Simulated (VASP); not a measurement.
# TiAl3Ni2 (P-3m1) in VASP: notebook

Runs on TiAl3Ni2. Level: PBE. Tasks: single point.

Program: VASP 6.6.1. These are calculated values, not measurements. Logs are shortened: lines on timing, memory, paths and dates and some standing lists are left out, and cuts for length are marked.

## 1. The cell of the first run

Symmetry: P-3m1, No. 164, trigonal system. The conventional cell has a = 4.023 Å, b = 4.023 Å, c = 5.164 Å, α = 90.00°, β = 90.00°, γ = 120.00°. Within 3.4 Å of Ti (site symmetry -3m) lie 8 Al at 2.58 to 2.65 Å and 6 Ni at 2.68 Å. Within 3.1 Å of Al (site symmetry 3m) lie 5 Ni at 2.32 to 2.61 Å and 3 Ti at 2.65 Å and 3 Al at 2.67 Å. Al (site symmetry -3m) has 2 Ti at 2.58 Å and 6 Ni at 2.63 Å and 6 Al at 2.67 Å within 3.4 Å. Within 3.1 Å of Ni (site symmetry 3m) lie 8 Al at 2.32 to 2.63 Å and 3 Ti at 2.68 Å.

## 2. Single point, PBE (12.07 Å³/atom)

INCAR reads:

```
SYSTEM = TiAl3Ni2
PREC = Accurate ; ENCUT = 520
EDIFF = 1E-6 ; ISMEAR = 0
SIGMA = 0.1 ; LREAL = .False.
LASPH = .True. ; NELM = 60
ALGO = Fast ; ISIF = 2
LWAVE = .False. ; LCHARG = .False.
GGA = PE ; NBANDS = 30
```

KPOINTS reads:

```
regular mesh
0
Gamma
  12 12 8
  0 0 0
```

POSCAR reads:

```
TiAl3Ni2
1.0
    4.0234919379      0.0000000278      0.0000000000
   -2.0117459930      3.4844462163      0.0000000000
    0.0000000000      0.0000000000      5.1639824994
Ti Al Ni
1 3 2
Direct
    0.0000000000      0.0000000000      0.5000000000
    0.3333333333      0.6666666667      0.2536331793
    0.6666666667      0.3333333333      0.7463668207
    0.0000000000      0.0000000000      0.0000000000
    0.3333333333      0.6666666667      0.7592320985
    0.6666666667      0.3333333333      0.2407679015
```

Potentials or basis: VASP PAW PBE potentials, release 64 (Ti_sv, Al, Ni).

On the command line:

```console
$ cat potpaw_PBE.64/Ti_sv/POTCAR potpaw_PBE.64/Al/POTCAR potpaw_PBE.64/Ni/POTCAR > POTCAR
$ mpirun -np 1 vasp_std > vasp.out
```

OUTCAR:

```text
SYSTEM = TiAl3Ni2
   PREC = Accurate
   ENCUT = 520
   EDIFF = 1E-6
   ISMEAR = 0
   LREAL = .False.
   LASPH = .True.
   NELM = 60
   ISIF = 2
   GGA = PE

 ion  position               nearest neighbor table
   1  0.000  0.000  0.500-   4 2.58   4 2.58   2 2.65   3 2.65   3 2.65   2 2.65   3 2.65   2 2.65
                             6 2.68   5 2.68   6 2.68   5 2.68   5 2.68   6 2.68
   2  0.333  0.667  0.254-   6 2.32   6 2.32   6 2.32   5 2.55   5 2.61   1 2.65   1 2.65   1 2.65
                             4 2.67   4 2.67   4 2.67
   3  0.667  0.333  0.746-   5 2.32   5 2.32   5 2.32   6 2.55   6 2.61   1 2.65   1 2.65   1 2.65
                             4 2.67   4 2.67   4 2.67
   4  0.000  0.000  0.000-   1 2.58   1 2.58   6 2.63   5 2.63   6 2.63   5 2.63   6 2.63   5 2.63
                             3 2.67   2 2.67   2 2.67   3 2.67   3 2.67   2 2.67
   5  0.333  0.667  0.759-   3 2.32   3 2.32   3 2.32   2 2.55   2 2.61   4 2.63   4 2.63   4 2.63
                             1 2.68   1 2.68   1 2.68
   6  0.667  0.333  0.241-   2 2.32   2 2.32   2 2.32   3 2.55   3 2.61   4 2.63   4 2.63   4 2.63
                             1 2.68   1 2.68   1 2.68

  LATTYP: Found a hexagonal cell.
 ALAT       =     4.0234919379
 C/A-ratio  =     1.2834578965

  Lattice vectors:

 A1 = (   4.0234919379,   0.0000000278,   0.0000000000)
 A2 = (  -2.0117459930,   3.4844462163,   0.0000000000)
 A3 = (   0.0000000000,   0.0000000000,   5.1639824994)

Analysis of symmetry for initial positions (statically):
=====================================================================
 Subroutine PRICEL returns:
 Original cell was already a primitive cell.

 Routine SETGRP: Setting up the symmetry group for a
 hexagonal supercell.

 Subroutine GETGRP returns: Found 12 space group operations
 (whereof 12 operations were pure point group operations)
 out of a pool of 24 trial point group operations.

The static configuration has the point symmetry D_3d.

Analysis of symmetry for dynamics (positions and initial velocities):
=====================================================================
 Subroutine PRICEL returns:
 Original cell was already a primitive cell.

 Routine SETGRP: Setting up the symmetry group for a
 hexagonal supercell.

 Subroutine GETGRP returns: Found 12 space group operations
 (whereof 12 operations were pure point group operations)
 out of a pool of 24 trial point group operations.

The dynamic configuration has the point symmetry D_3d.

 Subroutine INISYM returns: Found 12 space group operations
[... 109 lines left out ...]
   IBRION =     -1    ionic relax: 0-MD 1-quasi-New 2-CG
   NFREE  =      0    steps in history (QN), initial steepest desc. (CG)
   ISIF   =      2    stress and relaxation
   ISYM   =      2    0-nonsym 1-usesym 2-fastsym
   POTIM  = 0.5000    time-step for ionic-motion
   TEBEG  =    0.0;   TEEND  =   0.0 temperature during run
   PSTRESS=    0.0 pullay stress
   NELECT =      41.0000    total number of electrons
   NUPDOWN=      -1.0000    fix difference up-down
   EMIN   =  10.00;   EMAX   =-10.00  energy-range for DOS
   EFERMI =   0.00;   METHOD = LEGACY
   ISMEAR =     0;   SIGMA  =   0.10  broadening in eV -4-tet -1-fermi 0-gaus
   EFERMI_NEDOS =   21; number of points for ismear=-14 and -15
   IALGO  =     68    algorithm
   IMIX   =      4    mixing-type and parameters
     AMIX     =   0.40;   BMIX     =  1.00
     AMIX_MAG =   1.60;   BMIX_MAG =  1.00
  volume/ion in A,a.u.               =      12.07        81.43
  Fermi-wavevector in a.u.,A,eV,Ry     =   1.354448  2.559535 24.960275  1.834528
  Thomas-Fermi vector in A             =   2.481618
   LORBIT       =      0    0 simple, 1 ext, 2 COOP (PROOUT), +10 PAW based schemes
   GGA     = PE    functional components
   LHFCALC =     F    Hartree Fock is set to
   AEXX    =    0.0000 exact exchange contribution
   IVDW    =     0    specifies the selected vdW correction
   LEPSILON=     F    determine dielectric tensor
   LRPA    =     F    only Hartree local field effects (RPA)
 non-spin polarized calculation
 RMM-DIIS sequential band-by-band and
 Gauss-broadening in eV      SIGMA  =   0.10
  energy-cutoff  :      520.00
  volume of cell :       72.40
 maximum number of plane-waves:      1988
 NGX is ok and might be reduce to    30
   NGX = 15   NGY = 15   NGZ = 19

 number of electron      40.9999986 magnetization

 Free energy of the ion-electron system (eV)
  ---------------------------------------------------
  ext. energy  EPLUGINS =         0.00000000
  ---------------------------------------------------
  free energy    TOTEN  =       -32.45162985 eV

  energy without entropy =      -32.43627335  energy(sigma->0) =      -32.44395160

 E-fermi :  10.6490     XC(G=0): -12.1295

 val. band max:       10.6450757890   @ k =   0.0000   0.2500   0.2500
 cond. band min:      10.6526154459   @ k =   0.3333   0.0833   0.2500
 fundamental gap:      0.0075396570
 Fermi energy:        10.6490462068

 k-point     1 :       0.0000    0.0000    0.0000
  band No.  band energies     occupation
      1     -45.9580      2.00000
      2     -22.3136      2.00000
      3     -22.3136      2.00000
      4     -22.2127      2.00000
      5      -0.3776      2.00000
      6       4.4781      2.00000
[... 781 lines left out ...]
     29      16.1446      0.00000
     30      16.5001      0.00000

 [... further k-points ...]

------------------------ aborting loop because EDIFF is reached ----------------------------------------

  FORCE on cell =-STRESS in cart. coord.  units (eV):
  Direction    XX          YY          ZZ          XY          YZ          ZX
  --------------------------------------------------------------------------------------
  -------------------------------------------------------------------------------------
  Total       10.2668072     10.2668072     10.2663076      0.0000000     -0.0000000      0.0000000
  in kB      227.2083699    227.2083699    227.1973129      0.0000000     -0.0000000      0.0000000
  external PRESSURE =     227.2046842 kB  Pullay stress =       0.0000000 kB

 VOLUME and BASIS-vectors are now :
 -----------------------------------------------------------------------------
  energy-cutoff  :      520.00
  volume of cell :       72.40
      direct lattice vectors                 reciprocal lattice vectors
     4.023491938  0.000000028  0.000000000     0.248540326  0.143494826  0.000000000
    -2.011745993  3.484446216  0.000000000    -0.000000002  0.286989649  0.000000000
     0.000000000  0.000000000  5.163982499     0.000000000  0.000000000  0.193648991

 POSITION                                       TOTAL-FORCE (eV/Angst)
 -----------------------------------------------------------------------------------
      0.00000      0.00000      2.58199        -0.000000      0.000000      0.000000
     -0.00000      2.32296      1.30976         0.000000      0.000000      0.006990
      2.01175      1.16148      3.85423         0.000000     -0.000000     -0.006990
      0.00000      0.00000      0.00000        -0.000000      0.000000      0.000000
     -0.00000      2.32296      3.92066        -0.000000     -0.000000      0.011050
      2.01175      1.16148      1.24332         0.000000      0.000000     -0.011050
 -----------------------------------------------------------------------------------
    total drift:                                0.000000     -0.000000      0.000000

  FREE ENERGIE OF THE ION-ELECTRON SYSTEM (eV)
  ---------------------------------------------------
  free  energy   TOTEN  =       -32.4516298506 eV

  energy  without entropy=      -32.4362733534  energy(sigma->0) =      -32.44395160
```

OSZICAR:

```text
N       E                     dE             d eps       ncg     rms          rms(c)
DAV:   1     0.322238959854E+03    0.32224E+03   -0.17954E+04  7884   0.153E+03
DAV:   2    -0.730161265000E+01   -0.32954E+03   -0.31853E+03  7884   0.387E+02
DAV:   3    -0.356383079506E+02   -0.28337E+02   -0.27514E+02 11424   0.116E+02
[... 17 lines left out ...]
RMM:  21    -0.324516257382E+02   -0.33763E-05   -0.60803E-05 12051   0.431E-02    0.214E-02
RMM:  22    -0.324516272686E+02   -0.15304E-05   -0.20527E-05  9156   0.182E-02    0.236E-02
RMM:  23    -0.324516288840E+02   -0.16154E-05   -0.18131E-05  8439   0.153E-02    0.266E-02
RMM:  24    -0.324516295176E+02   -0.63366E-06   -0.10024E-05  7765   0.129E-02    0.295E-02
RMM:  25    -0.324516298506E+02   -0.33292E-06   -0.94307E-06  8254   0.136E-02
   1 F= -.32451630E+02 E0= -.32443952E+02  d E =-.153565E-01
```

Wall time 4.1 min (1 thread of Intel Xeon 6975P-C (Granite Rapids), shared host); peak memory 0.38 GiB.

Results:

- Free energy: -32.4516 eV
- Pressure: 22.7 GPa
- Largest force: 0.011 eV/Å
- Band gap on the k mesh: zero (an odd number of electrons rules out a gap without spin polarisation)

Forces on the atoms (eV/Å):
```
Ti   0.000  0.000  0.000
Al   0.000  0.000  0.007
Al   0.000  0.000 -0.007
Al   0.000  0.000  0.000
Ni   0.000  0.000  0.011
Ni   0.000  0.000 -0.011
```

Caveat: the cell stands under pressure.

[end of part 1 of 2]
